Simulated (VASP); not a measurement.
# DyBe (P1) in VASP: relaxation of cell and atoms with PBE

Aim: the relaxation of cell and atoms of DyBe with PBE.

All numbers are computed with VASP 6.6.1; they aren't measurements. Logs are shortened: lines on timing, memory, paths and dates and some standing lists are left out, and cuts for length are marked.

## 1. The cell of the first run

The typed cell holds 8 atoms: a = 3.920 Å, b = 4.760 Å, c = 8.357 Å, α = 90.56°, β = 90.73°, γ = 88.30°.

## 2. Relaxation of cell and atoms, PBE

The input, INCAR:

```
SYSTEM = DyBe
PREC = Accurate
ENCUT = 600
EDIFF = 1E-7
ISMEAR = 0
SIGMA = 0.2
LREAL = .False.
LASPH = .True.
NELM = 200
ALGO = Normal
ISIF = 3
LWAVE = .False.
LCHARG = .False.
GGA = PE
IBRION = 2
NSW = 80
EDIFFG = -0.025
GGA_COMPAT = .False.
NELMIN = 4
LMAXMIX = 6
```

The input, KPOINTS:

```
Automatic mesh
0
Gamma
  6 6 4
  0 0 0
```

The input, POSCAR:

```
DyBe
1.0
   -0.0074470935     -0.0639618995     -3.9190816938
   -2.3597064365     -4.1333213224     -0.0692035451
   -7.2175455655      4.2131595887      0.0517846669
Dy Be
4 4
Direct
    0.2286293553      0.2284390663      0.9131536893
    0.2261326840      0.7506377382      0.4245625749
    0.7919562290      0.2364338895      0.5772142834
    0.7595289980      0.7797237554      0.0670176704
    0.2475274559      0.7263620189      0.7478306781
    0.2514016369      0.2684542454      0.2556991251
    0.7311367376      0.7452278360      0.7514018898
    0.7636869033      0.2647214503      0.2631200890
```

Potentials or basis: VASP PAW PBE potentials, release 64 (Dy_3, Be), 4f in core.

Launch:

```
$ cat potpaw_PBE.64/Dy_3/POTCAR potpaw_PBE.64/Be/POTCAR > POTCAR
$ mpirun -np 1 vasp_std > vasp.out
```

OUTCAR:

```text
SYSTEM = DyBe
   PREC = Accurate
   ENCUT = 600
   EDIFF = 1E-7
   ISMEAR = 0
   LREAL = .False.
   LASPH = .True.
   NELM = 200
   ISIF = 3
   GGA = PE
   IBRION = 2
   NSW = 80
   EDIFFG = -0.025
   NELMIN = 4

 ion  position               nearest neighbor table
   1  0.229  0.228  0.913-   5 2.75   5 2.76   6 2.87   4 3.15   4 3.20   3 3.27   4 3.41   3 3.60
                             4 3.61
   2  0.226  0.751  0.425-   6 2.68   5 2.71   6 2.86   3 3.10   3 3.30   3 3.47   4 3.49   3 3.49
                             4 3.67
   3  0.792  0.236  0.577-   8 2.63   7 2.78   7 2.82   2 3.10   1 3.27   2 3.30   2 3.47   2 3.49
                             1 3.60
   4  0.760  0.780  0.067-   7 2.64   8 2.82   8 2.96   1 3.15   1 3.20   1 3.41   2 3.49   1 3.61
                             2 3.67
   5  0.248  0.726  0.748-   7 1.90   7 2.02   2 2.71   1 2.75   1 2.76
   6  0.251  0.268  0.256-   8 1.91   8 2.01   2 2.68   2 2.86   1 2.87
   7  0.731  0.745  0.751-   5 1.90   5 2.02   4 2.64   3 2.78   3 2.82
   8  0.764  0.265  0.263-   6 1.91   6 2.01   3 2.63   4 2.82   4 2.96

  LATTYP: Found a triclinic cell.
 ALAT       =     3.9196106830
 B/A-ratio  =     1.5500824845
 C/A-ratio  =     2.1322049849
 COS(alpha) =     0.0006310492
 COS(beta)  =     0.0127810843
 COS(gamma) =     0.6218989514

  Lattice vectors:

 A1 = (  -0.0074470935,  -0.0639618995,  -3.9190816938)
 A2 = (   2.3522593430,   4.0693594229,  -3.8498781487)
 A3 = (   7.2175455655,  -4.2131595887,  -0.0517846669)

Analysis of symmetry for initial positions (statically):
=====================================================================
 Subroutine PRICEL returns:
 Original cell was already a primitive cell.

 Routine SETGRP: Setting up the symmetry group for a
 triclinic supercell.

 Subroutine GETGRP returns: Found  1 space group operations
 (whereof  1 operations were pure point group operations)
 out of a pool of  2 trial point group operations.

The static configuration has the point symmetry C_1 .

Analysis of symmetry for dynamics (positions and initial velocities):
=====================================================================
 Subroutine PRICEL returns:
 Original cell was already a primitive cell.

 Routine SETGRP: Setting up the symmetry group for a
 triclinic supercell.

 Subroutine GETGRP returns: Found  1 space group operations
 (whereof  1 operations were pure point group operations)
 out of a pool of  2 trial point group operations.

The dynamic configuration has the point symmetry C_1 .

 Subroutine INISYM returns: Found  1 space group operations
 (whereof  1 operations are pure point group operations),
 and found     1 'primitive' translations

----------------------------------------------------------------------------------------

                                     Primitive cell

  volume of cell :     155.8382

  direct lattice vectors                    reciprocal lattice vectors
    -0.007447093 -0.063961900 -3.919081694     0.000497458  0.003989242 -0.255227868
    -2.359706436 -4.133321322 -0.069203545    -0.105932968 -0.181512197  0.003163689
    -7.217545566  4.213159589  0.051784667    -0.103918014  0.059339534 -0.000770992

  length of vectors
     3.919610683  4.759973608  8.357413437     0.255259527  0.210186774  0.119669245

  position of ions in fractional coordinates (direct lattice)
     0.228629355  0.228439066  0.913153689
     0.226132684  0.750637738  0.424562575
     0.791956229  0.236433889  0.577214283
     0.759528998  0.779723755  0.067017670
     0.247527456  0.726362019  0.747830678
     0.251401637  0.268454245  0.255699125
     0.731136738  0.745227836  0.751401890
     0.763686903  0.264721450  0.263120089

  ion indices of the primitive-cell ions
   primitive index   ion index
                 1           1
                 2           2
                 3           3
                 4           4
                 5           5
                 6           6
                 7           7
                 8           8

----------------------------------------------------------------------------------------

 KPOINTS: Automatic mesh

Automatic generation of k-mesh.
 Grid dimensions read from file:
 generate k-points for:    6    6    4

 Generating k-lattice:

  Cartesian coordinates                     Fractional coordinates (reciprocal lattice)
     0.000082910  0.000664874 -0.042537978     0.166666667  0.000000000  0.000000000
    -0.017655495 -0.030252033  0.000527282     0.000000000  0.166666667 -0.000000000
    -0.025979503  0.014834884 -0.000192748    -0.000000000 -0.000000000  0.250000000

  Length of vectors
     0.042543254  0.035031129  0.029917311

  Shift w.r.t. Gamma in fractional coordinates (k-lattice)
     0.000000000  0.000000000  0.000000000

 Subroutine IBZKPT returns following result:
 ===========================================

 Found     76 irreducible k-points:

 Following reciprocal coordinates:
            Coordinates               Weight
  0.000000  0.000000  0.000000      1.000000
  0.166667  0.000000 -0.000000      2.000000
  0.333333 -0.000000  0.000000      2.000000
  0.500000 -0.000000  0.000000      1.000000
 -0.000000  0.166667  0.000000      2.000000
  0.166667  0.166667  0.000000      2.000000
[... 16 lines left out ...]
  0.333333  0.000000  0.250000      2.000000
  0.500000 -0.000000  0.250000      2.000000
 [... further k-points ...]
   k-points           NKPTS =     76   k-points in BZ     NKDIM =     76   number of bands    NBANDS=     27
   number of dos      NEDOS =    301   number of ions     NIONS =      8
   total plane-waves  NPLWV =  89600
   dimension x,y,z NGX =    32 NGY =   40 NGZ =   70
   dimension x,y,z NGXF=    64 NGYF=   80 NGZF=  140
   ions per type =               4   4
   NGX,Y,Z   is equivalent  to a cutoff of  13.57, 13.97, 13.92 a.u.
   NGXF,Y,Z  is equivalent  to a cutoff of  27.14, 27.94, 27.85 a.u.
 SYSTEM =  DyBe
   PREC   = accura    normal or accurate (medium, high low for compatibility)
   ISTART =      0    job   : 0-new  1-cont  2-samecut
   ICHARG =      2    charge: 1-file 2-atom 10-const
   ISPIN  =      1    spin polarized calculation?
   LNONCOLLINEAR =      F non collinear calculations
   LSORBIT =      F    spin-orbit coupling
   LASPH  =      T    aspherical Exc in radial PAW
   ENCUT  =  600.0 eV  44.10 Ry    6.64 a.u.   7.83  9.51 16.69*2*pi/ulx,y,z
   NELM   =    200;   NELMIN=  4; NELMDL= -5     # of ELM steps
   EDIFF  = 0.1E-06   stopping-criterion for ELM
   LREAL  =      F    real-space projection
   EDIFFG = -.3E-01   stopping-criterion for IOM
   NSW    =     80    number of steps for IOM
   IBRION =      2    ionic relax: 0-MD 1-quasi-New 2-CG
   NFREE  =      1    steps in history (QN), initial steepest desc. (CG)
   ISIF   =      3    stress and relaxation
   ISYM   =      2    0-nonsym 1-usesym 2-fastsym
   POTIM  = 0.5000    time-step for ionic-motion
   TEBEG  =    0.0;   TEEND  =   0.0 temperature during run
   PSTRESS=    0.0 pullay stress
   NELECT =      44.0000    total number of electrons
   NUPDOWN=      -1.0000    fix difference up-down
   EMIN   =  10.00;   EMAX   =-10.00  energy-range for DOS
   EFERMI =   0.00;   METHOD = LEGACY
   ISMEAR =     0;   SIGMA  =   0.20  broadening in eV -4-tet -1-fermi 0-gaus
   EFERMI_NEDOS =   21; number of points for ismear=-14 and -15
   IALGO  =     38    algorithm
   IMIX   =      4    mixing-type and parameters
     AMIX     =   0.40;   BMIX     =  1.00
     AMIX_MAG =   1.60;   BMIX_MAG =  1.00
  volume/ion in A,a.u.               =      19.48       131.46
  Fermi-wavevector in a.u.,A,eV,Ry     =   1.073992  2.029551 15.693762  1.153459
  Thomas-Fermi vector in A             =   2.209807
   LORBIT       =      0    0 simple, 1 ext, 2 COOP (PROOUT), +10 PAW based schemes
   GGA     = PE    functional components
   LHFCALC =     F    Hartree Fock is set to
   AEXX    =    0.0000 exact exchange contribution
   IVDW    =     0    specifies the selected vdW correction
   LEPSILON=     F    determine dielectric tensor
   LRPA    =     F    only Hartree local field effects (RPA)
 conjugate gradient relaxation of ions
 non-spin polarized calculation
 Gauss-broadening in eV      SIGMA  =   0.20
  energy-cutoff  :      600.00
  volume of cell :      155.84
 maximum number of plane-waves:      5227
   NGX = 15   NGY = 19   NGZ = 33

--------------------------------------- Ionic step        1  -------------------------------------------

 number of electron      44.0000001 magnetization

 Free energy of the ion-electron system (eV)
  ---------------------------------------------------
  ext. energy  EPLUGINS =         0.00000000
  ---------------------------------------------------
  free energy    TOTEN  =       -32.48854969 eV

  energy without entropy =      -32.40083855  energy(sigma->0) =      -32.44469412

------------------------ aborting loop because EDIFF is reached ----------------------------------------

  FORCE on cell =-STRESS in cart. coord.  units (eV):
  Direction    XX          YY          ZZ          XY          YZ          ZX
  --------------------------------------------------------------------------------------
  -------------------------------------------------------------------------------------
  Total       -0.9920652     -1.5354430      5.6398249     -0.1336619     -0.6067404     -0.0762323
  in kB      -10.1994516    -15.7859355     57.9832086     -1.3741824     -6.2379158     -0.7837470
  external PRESSURE =      10.6659405 kB  Pullay stress =       0.0000000 kB
[... 107 lines left out ...]
  FREE ENERGIE OF THE ION-ELECTRON SYSTEM (eV)
  ---------------------------------------------------
  free  energy   TOTEN  =       -32.9583586434 eV

  energy  without entropy=      -32.8812832227  energy(sigma->0) =      -32.91982093

[... ionic steps 4 to 11 ...]

--------------------------------------- Ionic step       12  -------------------------------------------

 number of electron      43.9999999 magnetization

------------------------ aborting loop because EDIFF is reached ----------------------------------------
[... 79 lines left out ...]
--------------------------------------- Ionic step       14  -------------------------------------------

 number of electron      43.9999999 magnetization

 Free energy of the ion-electron system (eV)
  ---------------------------------------------------
  ext. energy  EPLUGINS =         0.00000000
  ---------------------------------------------------
  free energy    TOTEN  =       -33.12762188 eV

  energy without entropy =      -33.05018081  energy(sigma->0) =      -33.08890134

 E-fermi :   3.5073     XC(G=0): -10.0921

 val. band max:        3.5019978145   @ k =   0.3333  -0.0000   0.0000
 cond. band min:       3.5107490833   @ k =   0.3333   0.5000   0.5000
 fundamental gap:      0.0087512688
 Fermi energy:         3.5073318912

 k-point     1 :       0.0000    0.0000    0.0000
  band No.  band energies     occupation
      1     -19.7723      2.00000
      2     -19.7061      2.00000
      3     -19.6945      2.00000
      4     -19.6786      2.00000
      5     -19.6751      2.00000
      6     -19.5314      2.00000
[... 709 lines left out ...]
     26       5.2285      0.00000
     27       6.0022      0.00000

 [... further k-points ...]

------------------------ aborting loop because EDIFF is reached ----------------------------------------

  FORCE on cell =-STRESS in cart. coord.  units (eV):
  Direction    XX          YY          ZZ          XY          YZ          ZX
  --------------------------------------------------------------------------------------
  -------------------------------------------------------------------------------------
  Total        0.1004468      0.0079532     -0.0038935     -0.0085493     -0.0133851     -0.0031828
  in kB        1.0291513      0.0814869     -0.0398921     -0.0875944     -0.1371402     -0.0326105
  external PRESSURE =       0.3569154 kB  Pullay stress =       0.0000000 kB
[... 23 lines left out ...]
  FREE ENERGIE OF THE ION-ELECTRON SYSTEM (eV)
  ---------------------------------------------------
  free  energy   TOTEN  =       -33.1276218824 eV

  energy  without entropy=      -33.0501808060  energy(sigma->0) =      -33.08890134

 reached required accuracy - stopping structural energy minimisation
```

It took 35 min on 1 thread of Intel Xeon Platinum 8559C (Emerald Rapids), shared host; peak memory 0.51 GiB.

Results:

| Item | Value |
| --- | --- |
| Free energy | -33.1276 eV |
| Relaxed volume | 19.55 Å³/atom |
| Relaxed cell | a = 4.043 Å, b = 4.723 Å, c = 8.189 Å, α = 90.53°, β = 90.01°, γ = 89.97° |
| Space group after relaxing (to 0.1 Å) | P6_3/mmc (No. 194) |
| Energy gained by relaxing | 79.9 meV/atom |
| Ionic steps | 14 |
| Pressure after relaxing | 0.0 GPa |
| Largest force after relaxing | 0.023 eV/Å |
| Band gap on the k mesh | zero (bands 22 and 23 overlap by 0.93 eV) |

Forces on the atoms (eV/Å):
```
Dy  -0.003  0.005  0.002
Dy  -0.008 -0.007 -0.001
Dy   0.005  0.015 -0.003
Dy   0.006 -0.007  0.012
Be  -0.013 -0.010 -0.016
Be  -0.007  0.002  0.012
Be   0.019 -0.012 -0.005
Be   0.001  0.015  0.001
```

Step by step:
```
step  energy change (eV)  largest force (eV/Å)  pressure (GPa)  volume (Å³)
   1              0.0000                1.6715            1.07       155.84
   2             -0.4364                0.8661           -0.64       158.69
   3             -0.4698                0.6415           -1.07       159.71
   4             -0.5836                0.3251           -0.19       157.08
   5             -0.6062                0.2516            0.51       155.29
   6             -0.6229                0.1666           -0.05       156.66
   7             -0.6233                0.1601           -0.15       156.92
   8             -0.6296                0.1074           -0.10       156.75
   9             -0.6333                0.1259            0.00       156.47
  10             -0.6372                0.0548            0.06       156.33
  11             -0.6373                0.0586            0.07       156.30
  12             -0.6386                0.0352           -0.05       156.61
  13             -0.6387                0.0355           -0.08       156.68
  14             -0.6391                0.0231            0.04       156.38
```

Final structure:
```cif
data_structure
_symmetry_space_group_name_H-M 'P 1'
_symmetry_Int_Tables_number 1
_cell_length_a 4.0434
_cell_length_b 4.7230
_cell_length_c 8.1889
_cell_angle_alpha 90.530
_cell_angle_beta 90.007
_cell_angle_gamma 89.975
_cell_volume 156.38
loop_
_atom_site_label
_atom_site_type_symbol
_atom_site_fract_x
_atom_site_fract_y
_atom_site_fract_z
_atom_site_occupancy
Dy1 Dy 0.25042 0.24844 0.91651 1
Dy2 Dy 0.25058 0.74874 0.41655 1
Dy3 Dy 0.74978 0.25171 0.58325 1
Dy4 Dy 0.75145 0.75123 0.08366 1
Be1 Be 0.24320 0.74537 0.74959 1
Be2 Be 0.25569 0.24637 0.24960 1
Be3 Be 0.74333 0.75390 0.75084 1
Be4 Be 0.75555 0.25424 0.25000 1
```

Caveat: spin-orbit coupling is left out, which moves the levels of the heavy elements; the 4f electrons are frozen in the core, so they carry no moment and show no levels.
